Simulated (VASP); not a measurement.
# CaO (Lime) (Fm-3m) in VASP: further runs

Aim: see how the results for CaO (Lime) move with the level of theory and the settings. Levels: PBE, LDA, r2SCAN. Tasks: single point.

All numbers are computed with VASP 6.6.1; they aren't measurements. Logs are shortened: lines on timing, memory, paths and dates and some standing lists are left out, and cuts for length are marked.

### Step 1. The cell of the first run

Symmetry: Fm-3m, No. 225, cubic system. The conventional cell has a = 4.795 Å, b = 4.795 Å, c = 4.795 Å, α = 90.00°, β = 90.00°, γ = 90.00°. Within 3.2 Å of Ca (site symmetry m-3m) lie 6 O at 2.40 Å. O (site symmetry m-3m) has 6 Ca at 2.40 Å within 3.2 Å.

### Step 2. Single point, PBE

Input file INCAR:

```
SYSTEM = CaO
ALGO = Normal
EDIFF = 1E-7
ENCUT = 520
GGA = PE
ISIF = 2
ISMEAR = 0
LASPH = .TRUE.
LCHARG = .FALSE.
LREAL = .FALSE.
LWAVE = .FALSE.
NBANDS = 15
NELM = 80
PREC = Accurate
SIGMA = 0.01
```

Input file KPOINTS:

```
k-points
0
G
  4 4 4
  0 0 0
```

Input file POSCAR:

```
CaO
1.0
    0.0000000000      2.3975473891      2.3975473891
    2.3975473891      0.0000000000      2.3975473891
    2.3975473891      2.3975473891      0.0000000000
Ca O
1 1
Direct
    0.0000000000      0.0000000000      0.0000000000
    0.5000000000      0.5000000000      0.5000000000
```

Potentials or basis: VASP PAW PBE potentials, release 64 (Ca_sv, O).

The run is started by

```console
cat potpaw_PBE.64/Ca_sv/POTCAR potpaw_PBE.64/O/POTCAR > POTCAR
mpirun -np 1 vasp_std > vasp.out
```

OUTCAR:

```text
SYSTEM = CaO
   EDIFF = 1E-7
   ENCUT = 520
   GGA = PE
   ISIF = 2
   ISMEAR = 0
   LASPH = .TRUE.
   LREAL = .FALSE.
   NELM = 80
   PREC = Accurate

 ion  position               nearest neighbor table
   1  0.000  0.000  0.000-   2 2.40   2 2.40   2 2.40   2 2.40   2 2.40   2 2.40
   2  0.500  0.500  0.500-   1 2.40   1 2.40   1 2.40   1 2.40   1 2.40   1 2.40

  LATTYP: Found a face centered cubic cell.
 ALAT       =     4.7950947782

  Lattice vectors:

 A1 = (   0.0000000000,   2.3975473891,   2.3975473891)
 A2 = (   2.3975473891,   0.0000000000,   2.3975473891)
 A3 = (   2.3975473891,   2.3975473891,   0.0000000000)

Analysis of symmetry for initial positions (statically):
=====================================================================
 Subroutine PRICEL returns:
 Original cell was already a primitive cell.

 Routine SETGRP: Setting up the symmetry group for a
 face centered cubic supercell.

 Subroutine GETGRP returns: Found 48 space group operations
 (whereof 48 operations were pure point group operations)
 out of a pool of 48 trial point group operations.

The static configuration has the point symmetry O_h .

Analysis of symmetry for dynamics (positions and initial velocities):
=====================================================================
 Subroutine PRICEL returns:
 Original cell was already a primitive cell.

 Routine SETGRP: Setting up the symmetry group for a
 face centered cubic supercell.

 Subroutine GETGRP returns: Found 48 space group operations
 (whereof 48 operations were pure point group operations)
 out of a pool of 48 trial point group operations.

The dynamic configuration has the point symmetry O_h .

 Subroutine INISYM returns: Found 48 space group operations
 (whereof 48 operations are pure point group operations),
 and found     1 'primitive' translations

----------------------------------------------------------------------------------------

                                     Primitive cell

  volume of cell :      27.5633

  direct lattice vectors                    reciprocal lattice vectors
     0.000000000  2.397547389  2.397547389    -0.208546451  0.208546451  0.208546451
     2.397547389  0.000000000  2.397547389     0.208546451 -0.208546451  0.208546451
     2.397547389  2.397547389  0.000000000     0.208546451  0.208546451 -0.208546451

  length of vectors
     3.390644034  3.390644034  3.390644034     0.361213050  0.361213050  0.361213050
[... 73 lines left out ...]
   TEBEG  =    0.0;   TEEND  =   0.0 temperature during run
   PSTRESS=    0.0 pullay stress
   NELECT =      16.0000    total number of electrons
   NUPDOWN=      -1.0000    fix difference up-down
   EMIN   =  10.00;   EMAX   =-10.00  energy-range for DOS
   EFERMI =   0.00;   METHOD = LEGACY
   ISMEAR =     0;   SIGMA  =   0.01  broadening in eV -4-tet -1-fermi 0-gaus
   EFERMI_NEDOS =   21; number of points for ismear=-14 and -15
   IALGO  =     38    algorithm
   IMIX   =      4    mixing-type and parameters
     AMIX     =   0.40;   BMIX     =  1.00
     AMIX_MAG =   1.60;   BMIX_MAG =  1.00
  volume/ion in A,a.u.               =      13.78        93.00
  Fermi-wavevector in a.u.,A,eV,Ry     =   1.365644  2.580694 25.374656  1.864985
  Thomas-Fermi vector in A             =   2.491855
   LORBIT       =      0    0 simple, 1 ext, 2 COOP (PROOUT), +10 PAW based schemes
   GGA     = PE    functional components
   LHFCALC =     F    Hartree Fock is set to
   AEXX    =    0.0000 exact exchange contribution
   IVDW    =     0    specifies the selected vdW correction
   LEPSILON=     F    determine dielectric tensor
   LRPA    =     F    only Hartree local field effects (RPA)
 non-spin polarized calculation
 Gauss-broadening in eV      SIGMA  =   0.01
  energy-cutoff  :      520.00
  volume of cell :       27.56
 maximum number of plane-waves:       754
 NGX is ok and might be reduce to    28
   NGX = 13   NGY = 13   NGZ = 13

 number of electron      15.9999997 magnetization

 Free energy of the ion-electron system (eV)
  ---------------------------------------------------
  ext. energy  EPLUGINS =         0.00000000
  ---------------------------------------------------
  free energy    TOTEN  =       -12.79341695 eV

  energy without entropy =      -12.79341695  energy(sigma->0) =      -12.79341695

 E-fermi :   2.4606     XC(G=0): -10.5086

 val. band max:        2.3972548605   @ k =   0.0000   0.0000   0.0000
 cond. band min:       6.0239528091   @ k =   0.5000   0.5000   0.0000
 fundamental gap:      3.6266979486
 Fermi energy:         2.4605876833

 k-point     1 :       0.0000    0.0000    0.0000
  band No.  band energies     occupation
      1     -35.2196      2.00000
      2     -15.9782      2.00000
      3     -15.9782      2.00000
      4     -15.9782      2.00000
      5     -13.1487      2.00000
      6       2.3973      2.00000
      7       2.3973      2.00000
      8       2.3973      2.00000
      9       7.1637      0.00000
     10       8.6325      0.00000
     11       8.6325      0.00000
     12       8.6325      0.00000
     13      10.1482      0.00000
     14      10.1482      0.00000
[... 113 lines left out ...]
      2     -16.4194      2.00000
      3     -16.4053      2.00000
      4     -16.4053      2.00000
      5     -12.5078      2.00000
      6       1.0985      2.00000
      7       1.3374      2.00000
      8       1.3374      2.00000
      9       8.7279      0.00000
     10       8.7279      0.00000
     11      10.8251      0.00000
     12      11.9764      0.00000
     13      12.4201      0.00000
     14      16.3429      0.00000
     15      16.6267      0.00000

------------------------ aborting loop because EDIFF is reached ----------------------------------------

  FORCE on cell =-STRESS in cart. coord.  units (eV):
  Direction    XX          YY          ZZ          XY          YZ          ZX
  --------------------------------------------------------------------------------------
  -------------------------------------------------------------------------------------
  Total        0.5374834      0.5374834      0.5374834     -0.0000000      0.0000000      0.0000000
  in kB       31.2423777     31.2423777     31.2423777     -0.0000000      0.0000000      0.0000000
  external PRESSURE =      31.2423777 kB  Pullay stress =       0.0000000 kB

 VOLUME and BASIS-vectors are now :
 -----------------------------------------------------------------------------
  energy-cutoff  :      520.00
  volume of cell :       27.56
      direct lattice vectors                 reciprocal lattice vectors
     0.000000000  2.397547389  2.397547389    -0.208546451  0.208546451  0.208546451
     2.397547389  0.000000000  2.397547389     0.208546451 -0.208546451  0.208546451
     2.397547389  2.397547389  0.000000000     0.208546451  0.208546451 -0.208546451

 POSITION                                       TOTAL-FORCE (eV/Angst)
 -----------------------------------------------------------------------------------
      0.00000      0.00000      0.00000         0.000000      0.000000     -0.000000
      2.39755      2.39755      2.39755        -0.000000     -0.000000      0.000000
 -----------------------------------------------------------------------------------
    total drift:                                0.000000      0.000000      0.000000

  FREE ENERGIE OF THE ION-ELECTRON SYSTEM (eV)
  ---------------------------------------------------
  free  energy   TOTEN  =       -12.7934169487 eV

  energy  without entropy=      -12.7934169487  energy(sigma->0) =      -12.79341695
```

It took 4.6 s on 1 thread of Intel Xeon Platinum 8488C (Sapphire Rapids), shared host; peak memory 0.15 GiB.

What came out:

- Free energy: -12.7934 eV
- Pressure: 3.1 GPa
- Band gap on the k mesh: 3.63 eV, indirect (least direct gap 4.00 eV)

Levels at points of the mesh, in eV from the valence-band top:
```
           k point  band 4  band 5  band 6  band 7  band 8  band 9  band 10  band 11  band 12  band 13
(0.00, 0.00, 0.00)  -18.38  -15.55    0.00    0.00    0.00    4.77     6.24     6.24     6.24     7.75
(0.50, 0.00, 0.00)  -18.43  -14.32   -2.66   -1.22   -1.22    7.08     8.39     8.39     8.55    10.47
(0.50, 0.50, 0.00)  -18.61  -15.31   -1.30   -0.37   -0.37    3.63     8.09     8.93     9.57     9.57
```

Caveat: the k points lie up to 0.57 Å⁻¹ apart. A k mesh can miss the band edges.

### Step 3. Single point, LDA

Input file INCAR:

```
SYSTEM = CaO
ALGO = Normal
EDIFF = 1E-6
ENCUT = 520
ISIF = 2
ISMEAR = 0
LASPH = .True.
LCHARG = .True.
LELF = .True.
LREAL = .False.
LVHAR = .True.
LWAVE = .False.
NBANDS = 15
NELM = 60
PREC = Accurate
SIGMA = 0.01
```

Input file KPOINTS:

```
k-points
0
Gamma
  4 4 4
  0 0 0
```

POSCAR is that of step 2.

Potentials or basis: VASP PAW LDA potentials, release 64 (Ca_sv, O).

The run is started by

```console
cat potpaw_LDA.64/Ca_sv/POTCAR potpaw_LDA.64/O/POTCAR > POTCAR
mpirun -np 1 vasp_std > vasp.out
```

Run time: 3.7 s. Hardware: 1 thread of Intel Xeon Platinum 8488C (Sapphire Rapids), shared host; peak memory 0.14 GiB.

It converged, with:

```
Free energy            : -14.1946 eV
Pressure               : -5.4 GPa
Band gap on the k mesh : 3.45 eV, indirect (least direct gap 3.82 eV)
```

Levels at points of the mesh, in eV from the valence-band top:
```
           k point  band 4  band 5  band 6  band 7  band 8  band 9  band 10  band 11  band 12  band 13
(0.00, 0.00, 0.00)  -18.08  -15.22    0.00    0.00    0.00    4.61     6.12     6.12     6.12     7.69
(0.50, 0.00, 0.00)  -18.14  -13.94   -2.73   -1.25   -1.25    6.98     8.34     8.34     8.36    10.48
(0.50, 0.50, 0.00)  -18.33  -14.97   -1.31   -0.38   -0.38    3.45     8.06     8.91     9.58     9.58
```

Caveat: the k points lie up to 0.57 Å⁻¹ apart.

### Step 4. Single point, r2SCAN

POSCAR is that of step 3.

Input file INCAR.step1:

```
PREC = Accurate
ENCUT = 520
ISMEAR = 0
SIGMA = 0.01
LREAL = False
LASPH = True
NELM = 100
NBANDS = 15
GGA = PE
ALGO = Normal
EDIFF = 1E-4
LWAVE = True
LCHARG = False
```

Input file INCAR.step2:

```
PREC = Accurate
ENCUT = 520
EDIFF = 1E-6
ISMEAR = 0
SIGMA = 0.01
LREAL = False
LASPH = True
NELM = 100
ALGO = Normal
ISIF = 2
LWAVE = False
LCHARG = True
METAGGA = R2SCAN
LMIXTAU = True
LELF = True
LVHAR = True
NBANDS = 15
ISTART = 1
```

Input file KPOINTS:

```
regular mesh
0
Gamma
  4 4 4
```

Potentials or basis: VASP PAW PBE potentials, release 64 (Ca_sv, O).

The run is started by

```console
cat potpaw_PBE.64/Ca_sv/POTCAR potpaw_PBE.64/O/POTCAR > POTCAR
cp INCAR.step1 INCAR
mpirun -np 1 vasp_std > vasp.out
cp INCAR.step2 INCAR
mpirun -np 1 vasp_std > vasp.out
```

Run time: 16 s. Hardware: 1 thread of Intel Xeon Platinum 8488C (Sapphire Rapids), shared host; peak memory 0.16 GiB.

Results (log left out):

| Quantity | Value |
| --- | --- |
| Free energy | -19.4497 eV |
| Pressure | 1.1 GPa |
| Band gap on the k mesh | 4.18 eV, indirect (least direct gap 4.55 eV) |

Levels at points of the mesh, in eV from the valence-band top:
| k point | band 4 | band 5 | band 6 | band 7 | band 8 | band 9 | band 10 | band 11 | band 12 | band 13 |
| --- | --- | --- | --- | --- | --- | --- | --- | --- | --- | --- |
| (0.00, 0.00, 0.00) | -18.92 | -16.49 | 0.00 | 0.00 | 0.00 | 5.48 | 6.86 | 6.86 | 6.86 | 8.47 |
| (0.50, 0.00, 0.00) | -18.97 | -15.18 | -2.62 | -1.21 | -1.21 | 7.73 | 9.08 | 9.08 | 9.27 | 11.25 |
| (0.50, 0.50, 0.00) | -19.15 | -16.27 | -1.29 | -0.37 | -0.37 | 4.18 | 8.81 | 9.67 | 10.28 | 10.28 |

Caveat: the k points lie up to 0.57 Å⁻¹ apart; the PAW data sets were made with another functional, which shifts forces and pressure a little.

### Step 5. Overview

```tsv
level	potentials or basis	gap on the mesh (eV)	pressure (GPa)
PBE	VASP PAW PBE potentials, release 64 (Ca_sv, O)	3.63	3.1
LDA	VASP PAW LDA potentials, release 64 (Ca_sv, O)	3.45	-5.4
r2SCAN	VASP PAW PBE potentials, release 64 (Ca_sv, O)	4.18	1.1
```

Alike in all rows: task single point; no spin polarisation; cell as given; k mesh 4 × 4 × 4; cutoff (eV) 520; smearing gaussian 0.01 eV.

Caveats: all runs use coarse meshes; the PAW data sets were made with another functional, which shifts forces and pressure a little (some runs).

Total energies depend on the potentials used, so only differences within one code and one set of settings carry meaning.
